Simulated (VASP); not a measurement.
# ZnS (Cmmm) in VASP: a series of runs

ZnS is run at these levels: PBE; tasks: single point, relaxation of cell and atoms.

Everything below comes from runs of VASP 6.6.1. Logs are shortened: lines on timing, memory, paths and dates and some standing lists are left out, and cuts for length are marked.

## (1) The cell of the first run

It takes space group Cmmm (No. 65, orthorhombic). The conventional cell has a = 4.539 Å, b = 4.627 Å, c = 4.479 Å, α = 90.00°, β = 90.00°, γ = 90.00°. Zn (site symmetry mmm) has 2 S at 2.24 Å within 3.0 Å. S (site symmetry mmm) has 2 Zn at 2.24 Å within 3.0 Å.

## (2) Single point, PBE

INCAR

```
SYSTEM = ZnS
PREC = Accurate
ENCUT = 520
EDIFF = 1E-7
ISMEAR = 0
SIGMA = 0.1
LREAL = .FALSE.
LASPH = .TRUE.
NELM = 100
ALGO = Normal
ISIF = 2
LWAVE = .FALSE.
LCHARG = .FALSE.
GGA = PE
NBANDS = 16
```

KPOINTS

```
Automatic mesh
0
G
  6 6 4
  0 0 0
```

POSCAR

```
ZnS
1.0
    2.2692584800     -2.3136964500      0.0000000000
    2.2692584800      2.3136964500      0.0000000000
    0.0000000000      0.0000000000      4.4785813600
Zn S
1 1
Direct
    0.5000000000      0.5000000000      0.5000000000
    0.5000000000      0.5000000000      0.0000000000
```

Potentials or basis: VASP PAW PBE potentials, release 64 (Zn, S).

Command:

```
$ cat potpaw_PBE.64/Zn/POTCAR potpaw_PBE.64/S/POTCAR > POTCAR
$ mpirun -np 1 vasp_std > vasp.out
```

OUTCAR:

```text
SYSTEM = ZnS
   PREC = Accurate
   ENCUT = 520
   EDIFF = 1E-7
   ISMEAR = 0
   LREAL = .FALSE.
   LASPH = .TRUE.
   NELM = 100
   ISIF = 2
   GGA = PE

 ion  position               nearest neighbor table
   1  0.500  0.500  0.500-   2 2.24   2 2.24
   2  0.500  0.500  0.000-   1 2.24   1 2.24

  LATTYP: Found a base centered orthorhombic cell.
 ALAT       =     4.5385169600
 B/A-ratio  =     1.0195825951
 C/A-ratio  =     0.9867940121

  Lattice vectors:

 A1 = (   2.2692584800,  -2.3136964500,   0.0000000000)
 A2 = (   2.2692584800,   2.3136964500,   0.0000000000)
 A3 = (   0.0000000000,   0.0000000000,   4.4785813600)

Analysis of symmetry for initial positions (statically):
=====================================================================
 Subroutine PRICEL returns:
 Original cell was already a primitive cell.

 Routine SETGRP: Setting up the symmetry group for a
 base centered orthorhombic supercell.

 Subroutine GETGRP returns: Found  8 space group operations
 (whereof  8 operations were pure point group operations)
 out of a pool of  8 trial point group operations.

The static configuration has the point symmetry D_2h.

Analysis of symmetry for dynamics (positions and initial velocities):
=====================================================================
 Subroutine PRICEL returns:
 Original cell was already a primitive cell.

 Routine SETGRP: Setting up the symmetry group for a
 base centered orthorhombic supercell.

 Subroutine GETGRP returns: Found  8 space group operations
 (whereof  8 operations were pure point group operations)
 out of a pool of  8 trial point group operations.

The dynamic configuration has the point symmetry D_2h.

 Subroutine INISYM returns: Found  8 space group operations
 (whereof  8 operations are pure point group operations),
 and found     1 'primitive' translations

----------------------------------------------------------------------------------------

                                     Primitive cell

  volume of cell :      47.0285

  direct lattice vectors                    reciprocal lattice vectors
     2.269258480 -2.313696450  0.000000000     0.220336292 -0.216104407  0.000000000
     2.269258480  2.313696450  0.000000000     0.220336292  0.216104407  0.000000000
     0.000000000  0.000000000  4.478581360     0.000000000  0.000000000  0.223284991

  length of vectors
     3.240790847  3.240790847  4.478581360     0.308624686  0.308624686  0.223284991

  position of ions in fractional coordinates (direct lattice)
[... 79 lines left out ...]
   EDIFF  = 0.1E-06   stopping-criterion for ELM
   LREAL  =      F    real-space projection
   EDIFFG = 0.1E-05   stopping-criterion for IOM
   NSW    =      0    number of steps for IOM
   IBRION =     -1    ionic relax: 0-MD 1-quasi-New 2-CG
   NFREE  =      0    steps in history (QN), initial steepest desc. (CG)
   ISIF   =      2    stress and relaxation
   ISYM   =      2    0-nonsym 1-usesym 2-fastsym
   POTIM  = 0.5000    time-step for ionic-motion
   TEBEG  =    0.0;   TEEND  =   0.0 temperature during run
   PSTRESS=    0.0 pullay stress
   NELECT =      18.0000    total number of electrons
   NUPDOWN=      -1.0000    fix difference up-down
   EMIN   =  10.00;   EMAX   =-10.00  energy-range for DOS
   EFERMI =   0.00;   METHOD = LEGACY
   ISMEAR =     0;   SIGMA  =   0.10  broadening in eV -4-tet -1-fermi 0-gaus
   EFERMI_NEDOS =   21; number of points for ismear=-14 and -15
   IALGO  =     38    algorithm
   IMIX   =      4    mixing-type and parameters
     AMIX     =   0.40;   BMIX     =  1.00
     AMIX_MAG =   1.60;   BMIX_MAG =  1.00
  volume/ion in A,a.u.               =      23.51       158.68
  Fermi-wavevector in a.u.,A,eV,Ry     =   1.188626  2.246178 19.222758  1.412833
  Thomas-Fermi vector in A             =   2.324752
   LORBIT       =      0    0 simple, 1 ext, 2 COOP (PROOUT), +10 PAW based schemes
   GGA     = PE    functional components
   LHFCALC =     F    Hartree Fock is set to
   AEXX    =    0.0000 exact exchange contribution
   IVDW    =     0    specifies the selected vdW correction
   LEPSILON=     F    determine dielectric tensor
   LRPA    =     F    only Hartree local field effects (RPA)
 non-spin polarized calculation
 Gauss-broadening in eV      SIGMA  =   0.10
  energy-cutoff  :      520.00
  volume of cell :       47.03
 maximum number of plane-waves:      1288
   NGX = 13   NGY = 13   NGZ = 17

 number of electron      18.0000014 magnetization

 Free energy of the ion-electron system (eV)
  ---------------------------------------------------
  ext. energy  EPLUGINS =         0.00000000
  ---------------------------------------------------
  free energy    TOTEN  =        -4.46267887 eV

  energy without entropy =       -4.45372165  energy(sigma->0) =       -4.45820026

 E-fermi :   1.9746     XC(G=0):  -9.0038

 val. band max:        1.9731520337   @ k =   0.0000   0.0000   0.2500
 cond. band min:       1.9748904370   @ k =   0.5000   0.1667   0.0000
 fundamental gap:      0.0017384032
 Fermi energy:         1.9745892774

 k-point     1 :       0.0000    0.0000    0.0000
  band No.  band energies     occupation
      1     -11.7204      2.00000
      2      -5.8218      2.00000
      3      -5.7005      2.00000
      4      -5.6065      2.00000
      5      -5.6053      2.00000
      6      -5.5187      2.00000
[... 433 lines left out ...]
      3      -5.7883      2.00000
      4      -5.7152      2.00000
      5      -5.7032      2.00000
      6      -5.4932      2.00000
[... 8 lines left out ...]
     15      11.8568      0.00000
     16      12.9660      0.00000

 [... further k-points ...]

------------------------ aborting loop because EDIFF is reached ----------------------------------------

  FORCE on cell =-STRESS in cart. coord.  units (eV):
  Direction    XX          YY          ZZ          XY          YZ          ZX
  --------------------------------------------------------------------------------------
  -------------------------------------------------------------------------------------
  Total        0.5860070      0.5988666     -1.5173837     -0.0000000      0.0000000      0.0000000
  in kB       19.9642299     20.4023332    -51.6946016     -0.0000000      0.0000000      0.0000000
  external PRESSURE =      -3.7760128 kB  Pullay stress =       0.0000000 kB

 VOLUME and BASIS-vectors are now :
 -----------------------------------------------------------------------------
  energy-cutoff  :      520.00
  volume of cell :       47.03
      direct lattice vectors                 reciprocal lattice vectors
     2.269258480 -2.313696450  0.000000000     0.220336292 -0.216104407  0.000000000
     2.269258480  2.313696450  0.000000000     0.220336292  0.216104407  0.000000000
     0.000000000  0.000000000  4.478581360     0.000000000  0.000000000  0.223284991

 POSITION                                       TOTAL-FORCE (eV/Angst)
 -----------------------------------------------------------------------------------
      2.26926      0.00000      2.23929         0.000000     -0.000000      0.000000
      2.26926      0.00000      0.00000        -0.000000      0.000000      0.000000
 -----------------------------------------------------------------------------------
    total drift:                                0.000000     -0.000000     -0.000000

  FREE ENERGIE OF THE ION-ELECTRON SYSTEM (eV)
  ---------------------------------------------------
  free  energy   TOTEN  =        -4.4626788661 eV

  energy  without entropy=       -4.4537216507  energy(sigma->0) =       -4.45820026
```

OSZICAR:

```text
N       E                     dE             d eps       ncg     rms          rms(c)
DAV:   1     0.889099340694E+02    0.88910E+02   -0.86386E+03  1248   0.126E+03
DAV:   2     0.458693242205E+00   -0.88451E+02   -0.82565E+02  1432   0.248E+02
DAV:   3    -0.543323934485E+01   -0.58919E+01   -0.58563E+01  1544   0.627E+01
DAV:   4    -0.549453392288E+01   -0.61295E-01   -0.61283E-01  1584   0.671E+00
DAV:   5    -0.549535608384E+01   -0.82216E-03   -0.82215E-03  1528   0.717E-01    0.648E+00
DAV:   6    -0.449973944994E+01    0.99562E+00   -0.27245E+00  1664   0.357E+01    0.585E+00
DAV:   7    -0.447618039525E+01    0.23559E-01   -0.27506E-01  1448   0.762E+00    0.311E+00
DAV:   8    -0.446251719013E+01    0.13663E-01   -0.38146E-02  1456   0.154E+00    0.434E-01
DAV:   9    -0.446256021871E+01   -0.43029E-04   -0.22079E-03  1456   0.522E-01    0.162E-01
DAV:  10    -0.446265525292E+01   -0.95034E-04   -0.18575E-04  1632   0.224E-01    0.631E-02
DAV:  11    -0.446268135379E+01   -0.26101E-04   -0.81712E-05  1496   0.133E-01    0.132E-02
DAV:  12    -0.446267764910E+01    0.37047E-05   -0.12428E-05  1536   0.361E-02    0.920E-03
DAV:  13    -0.446267902119E+01   -0.13721E-05   -0.25456E-06  1424   0.128E-02    0.277E-03
DAV:  14    -0.446267885811E+01    0.16308E-06   -0.22974E-07  1520   0.820E-03    0.768E-04
DAV:  15    -0.446267886606E+01   -0.79499E-08   -0.82828E-08  1176   0.240E-03
   1 F= -.44626789E+01 E0= -.44582003E+01  d E =-.895722E-02
```

Run time: 17 s. Hardware: 1 thread of Intel Xeon Platinum 8259CL at 2.50GHz (Skylake/Cascade Lake), shared host; peak memory 0.16 GiB.

Results:

| Item | Value |
| --- | --- |
| Free energy | -4.4627 eV |
| Pressure | -0.4 GPa |
| Band gap on the k mesh | zero (band 9 reaches 2.41 eV, above the bottom of band 10 at 0.83 eV) |

Stress tensor (GPa, compression positive):
```
 2.00  0.00  0.00
 0.00  2.04  0.00
 0.00  0.00 -5.17
```

(Continued in part 2 of 2.)
